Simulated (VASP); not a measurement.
# MoS2 (R3m) in VASP: dielectric tensor with PBE

Aim: the dielectric tensor of MoS2 with PBE.

Everything below comes from runs of VASP 6.6.1. Logs are shortened: lines on timing, memory, paths and dates and some standing lists are left out, and cuts for length are marked.

## 1. The cell of the first run

Symmetry: R3m, No. 160, trigonal system. Conventional cell: a = 3.163 Å, b = 3.163 Å, c = 18.370 Å, α = 90.00°, β = 90.00°, γ = 120.00°. Within 3.1 Å of Mo (site symmetry 3m) lie 6 S at 2.36 Å. Within 3.1 Å of S (site symmetry 3m) lie 3 Mo at 2.36 Å and 1 S at 3.00 Å. S (site symmetry 3m) has 3 Mo at 2.36 Å and 1 S at 3.00 Å within 3.1 Å.

## 2. Dielectric tensor, PBE

Input file INCAR:

```
PREC = Accurate
ENCUT = 520
EDIFF = 1E-8
ISMEAR = 0
SIGMA = 0.01
LREAL = F
LASPH = T
NELM = 60
ALGO = Normal
ISIF = 2
LWAVE = F
LCHARG = F
GGA = PE
LEPSILON = T
```

Input file KPOINTS:

```
regular mesh
0
Gamma
  10 10 10
```

Input file POSCAR:

```
MoS2
1.0
    1.5814998900      0.9130793900      6.1233282100
   -1.5814998900      0.9130793900      6.1233282100
    0.0000000000     -1.8261587800      6.1233282100
Mo S
1 2
Direct
    0.0000000000      0.0000000000      0.0000000000
    0.7484000000      0.7484000000      0.7484000000
    0.5849000000      0.5849000000      0.5849000000
```

Potentials or basis: VASP PAW PBE potentials, release 64 (Mo_sv, S).

Command:

```console
> cat potpaw_PBE.64/Mo_sv/POTCAR potpaw_PBE.64/S/POTCAR > POTCAR
> mpirun -np 1 vasp_std > vasp.out
```

OUTCAR:

```text
PREC = Accurate
   ENCUT = 520
   EDIFF = 1E-8
   ISMEAR = 0
   LREAL = F
   LASPH = T
   NELM = 60
   ISIF = 2
   GGA = PE
   LEPSILON = T

 ion  position               nearest neighbor table
   1  0.000  0.000  0.000-   2 2.36   2 2.36   2 2.36   3 2.36   3 2.36   3 2.36
   2  0.748  0.748  0.748-   1 2.36   1 2.36   1 2.36
   3  0.585  0.585  0.585-   1 2.36   1 2.36   1 2.36

  LATTYP: Found a trigonal (rhomboedric) cell.
 ALAT       =     6.3898360106
 COS(alpha) =     0.8774851015

  Lattice vectors:

 A1 = (   1.5814998900,   0.9130793900,   6.1233282100)
 A2 = (  -1.5814998900,   0.9130793900,   6.1233282100)
 A3 = (   0.0000000000,  -1.8261587800,   6.1233282100)

Analysis of symmetry for initial positions (statically):
=====================================================================
 Subroutine PRICEL returns:
 Original cell was already a primitive cell.

 Routine SETGRP: Setting up the symmetry group for a
 trigonal (rhombohedral) supercell.

 Subroutine GETGRP returns: Found  6 space group operations
 (whereof  6 operations were pure point group operations)
 out of a pool of 12 trial point group operations.

The static configuration has the point symmetry C_3v.

Analysis of symmetry for dynamics (positions and initial velocities):
=====================================================================
 Subroutine PRICEL returns:
 Original cell was already a primitive cell.

 Routine SETGRP: Setting up the symmetry group for a
 trigonal (rhombohedral) supercell.

 Subroutine GETGRP returns: Found  6 space group operations
 (whereof  6 operations were pure point group operations)
 out of a pool of 12 trial point group operations.

The dynamic configuration has the point symmetry C_3v.

 Subroutine INISYM returns: Found  6 space group operations
 (whereof  6 operations are pure point group operations),
 and found     1 'primitive' translations

----------------------------------------------------------------------------------------

                                     Primitive cell

  volume of cell :      53.0538

  direct lattice vectors                    reciprocal lattice vectors
     1.581499890  0.913079390  6.123328210     0.316155571  0.182532503  0.054436627
    -1.581499890  0.913079390  6.123328210    -0.316155571  0.182532503  0.054436627
     0.000000000 -1.826158780  6.123328210     0.000000000 -0.365065006  0.054436627

  length of vectors
     6.389836011  6.389836011  6.389836012     0.369101349  0.369101349  0.369101348

  position of ions in fractional coordinates (direct lattice)
     0.000000000  0.000000000  0.000000000
     0.748400000  0.748400000  0.748400000
     0.584900000  0.584900000  0.584900000

  ion indices of the primitive-cell ions
   primitive index   ion index
                 1           1
                 2           2
                 3           3

----------------------------------------------------------------------------------------

 KPOINTS: regular mesh

Automatic generation of k-mesh.
 Grid dimensions read from file:
 generate k-points for:   10   10   10

 Generating k-lattice:

  Cartesian coordinates                     Fractional coordinates (reciprocal lattice)
     0.031615557  0.018253250  0.005443663     0.100000000 -0.000000000  0.000000000
    -0.031615557  0.018253250  0.005443663    -0.000000000  0.100000000  0.000000000
     0.000000000 -0.036506501  0.005443663     0.000000000  0.000000000  0.100000000

  Length of vectors
     0.036910135  0.036910135  0.036910135

  Shift w.r.t. Gamma in fractional coordinates (k-lattice)
     0.000000000  0.000000000  0.000000000

 Subroutine IBZKPT returns following result:
 ===========================================

 Found    116 irreducible k-points:

 Following reciprocal coordinates:
            Coordinates               Weight
[... 72 lines left out ...]
   LEPSILON=     T    determine dielectric tensor
   LRPA    =     F    only Hartree local field effects (RPA)
 non-spin polarized calculation
 Gauss-broadening in eV      SIGMA  =   0.01
  energy-cutoff  :      520.00
  volume of cell :       53.05
 maximum number of plane-waves:      1447
   NGX = 23   NGY = 23   NGZ = 23

--------------------------------------- Ionic step        1  -------------------------------------------

 number of electron      26.0000001 magnetization

 E-fermi :   7.9256     XC(G=0): -10.7966

 val. band max:        7.8161158606   @ k =   0.5000   0.5000   0.5000
 cond. band min:       8.6312839016   @ k =  -0.3000   0.3000   0.0000
 fundamental gap:      0.8151680411
 Fermi energy:         7.9255657200

 k-point     1 :       0.0000    0.0000    0.0000
  band No.  band energies     occupation
      1     -53.8756      2.00000
      2     -28.0511      2.00000
      3     -27.8374      2.00000
      4     -27.8374      2.00000
      5      -7.5421      2.00000
      6      -5.7064      2.00000
[... 457 lines left out ...]
      4     -27.9337      2.00000
      5      -5.9259      2.00000
      6      -5.3626      2.00000
[... 9 lines left out ...]
     16      10.5682      0.00000
     17      11.5207      0.00000

 [... further k-points ...]

  FORCE on cell =-STRESS in cart. coord.  units (eV):
  Direction    XX          YY          ZZ          XY          YZ          ZX
  --------------------------------------------------------------------------------------
  -------------------------------------------------------------------------------------
  Total        2.2482317      2.2482318      4.5448115      0.0000000      0.0000000     -0.0000000
  in kB       67.8945890     67.8945894    137.2492444      0.0000000      0.0000000     -0.0000000
  external PRESSURE =      91.0128076 kB  Pullay stress =       0.0000000 kB

 VOLUME and BASIS-vectors are now :
 -----------------------------------------------------------------------------
  energy-cutoff  :      520.00
  volume of cell :       53.05
      direct lattice vectors                 reciprocal lattice vectors
     1.581499890  0.913079390  6.123328210     0.316155571  0.182532503  0.054436627
    -1.581499890  0.913079390  6.123328210    -0.316155571  0.182532503  0.054436627
     0.000000000 -1.826158780  6.123328210     0.000000000 -0.365065006  0.054436627

 POSITION                                       TOTAL-FORCE (eV/Angst)
 -----------------------------------------------------------------------------------
      0.00000      0.00000      0.00000         0.000000      0.000000     -0.002618
      0.00000      0.00000     13.74810         0.000000     -0.000000      1.272749
      0.00000      0.00000     10.74460         0.000000     -0.000000     -1.270130
 -----------------------------------------------------------------------------------
    total drift:                                0.000000     -0.000000     -0.000011

  FREE ENERGIE OF THE ION-ELECTRON SYSTEM (eV)
  ---------------------------------------------------
  free  energy   TOTEN  =       -21.7230703728 eV

  energy  without entropy=      -21.7230703728  energy(sigma->0) =      -21.72307037

 HEAD OF MICROSCOPIC STATIC DIELECTRIC TENSOR (INDEPENDENT PARTICLE, excluding Hartree and local field effects)
 ------------------------------------------------------
          15.958104     0.000000     0.000000
           0.000000    15.958104     0.000000
           0.000000     0.000000     9.043870
 ------------------------------------------------------

 Free energy of the ion-electron system (eV)
  ---------------------------------------------------
  ---------------------------------------------------
  free energy    TOTEN  =        -2.22429116 eV

  energy without entropy =       -2.22429116

------------------------ aborting loop because EDIFF is reached ----------------------------------------

--------------------------------------- Ionic step        2  -------------------------------------------

------------------------ aborting loop because EDIFF is reached ----------------------------------------

--------------------------------------- Ionic step        3  -------------------------------------------

 Free energy of the ion-electron system (eV)
  ---------------------------------------------------
  ---------------------------------------------------
  free energy    TOTEN  =        -0.77682481 eV

  energy without entropy =       -0.77682481

------------------------ aborting loop because EDIFF is reached ----------------------------------------

 PIEZOELECTRIC TENSOR FIELD DIRECTION 3  (e Angst)
 -----------------------------------------------------------------------------
     0.01566  0.00000  0.00000           (  0.00104  0.00000 -0.00000)
     0.00000  0.01566  0.00000           (  0.00000  0.00104  0.00000)
     0.00000  0.00000 -0.19869           ( -0.00000  0.00000 -0.00015)

 PIEZOELECTRIC TENSOR FIELD DIRECTION 3  (C/m^2)
 -----------------------------------------------------------------------------
     0.00473  0.00000  0.00000
     0.00000  0.00473  0.00000
     0.00000  0.00000 -0.06000

 MACROSCOPIC STATIC DIELECTRIC TENSOR (including local field effects in DFT)
 ------------------------------------------------------
          15.157958     0.000000     0.000000
           0.000000    15.157958    -0.000000
           0.000000     0.000000     5.954838
 ------------------------------------------------------

 PIEZOELECTRIC TENSOR (including local field effects)  for field in x, y, z        (e  Angst)
          XX          YY          ZZ          XY          YZ          ZX
  --------------------------------------------------------------------------------
  x     0.00000     0.00000     0.00000    -1.84031     0.00000    -0.05325
  y    -1.84031     1.84031     0.00000     0.00000    -0.05325     0.00000
  z     0.01566     0.01566    -0.19869     0.00000    -0.00000     0.00000

 PIEZOELECTRIC TENSOR (including local field effects)  for field in x, y, z        (C/m^2)
          XX          YY          ZZ          XY          YZ          ZX
  --------------------------------------------------------------------------------
  x     0.00000     0.00000     0.00000    -0.55576     0.00000    -0.01608
  y    -0.55576     0.55576     0.00000     0.00000    -0.01608     0.00000
  z     0.00473     0.00473    -0.06000     0.00000    -0.00000     0.00000

 BORN EFFECTIVE CHARGES (including local field effects) (in |e|, cummulative output)
 ---------------------------------------------------------------------------------
 ion    1
    1    -1.02961     0.00000     0.00000
    2     0.00000    -1.02961     0.00000
    3     0.00000     0.00000    -0.71178
 ion    2
    1     0.52084     0.00000     0.00000
    2     0.00000     0.52084     0.00000
    3     0.00000     0.00000     0.39084
 ion    3
    1     0.50877     0.00000     0.00000
    2     0.00000     0.50877     0.00000
    3     0.00000     0.00000     0.32094
```

Wall time 63 min (1 thread of Intel Xeon Platinum 8488C (Sapphire Rapids), shared host); peak memory 1.2 GiB.

Results:

```yaml
Band_gap_on_the_k_mesh: 0.82 eV, indirect (least direct gap 1.92 eV)
Electronic_dielectric_tensor_diagonal: 15.16, 15.16, 5.95
Born_charges_mean_of_the_diagonal: Mo -0.92; S +0.48, +0.45 e
```

Levels at points of the mesh, in eV from the valence-band top:
```
           k point  band 11  band 12  band 13  band 14  band 15  band 16
(0.00, 0.00, 0.00)    -2.65    -1.33    -1.16     1.91     1.91     2.42
(0.50, 0.00, 0.00)    -2.41    -1.95    -1.62     1.40     1.89     3.43
(0.50, 0.50, 0.00)    -2.95    -2.10    -1.47     1.35     1.99     2.98
(0.50, 0.50, 0.50)    -2.63    -2.63     0.00     1.99     1.99     2.30
```

Electronic dielectric tensor:
```
15.16  0.00  0.00
 0.00 15.16  0.00
 0.00  0.00  5.95
```

Born effective charge tensors (e):
atom 1, Mo
```
-1.03  0.00  0.00
 0.00 -1.03  0.00
 0.00  0.00 -0.71
```
atom 2, S
```
0.52 0.00 0.00
0.00 0.52 0.00
0.00 0.00 0.39
```
atom 3, S
```
0.51 0.00 0.00
0.00 0.51 0.00
0.00 0.00 0.32
```
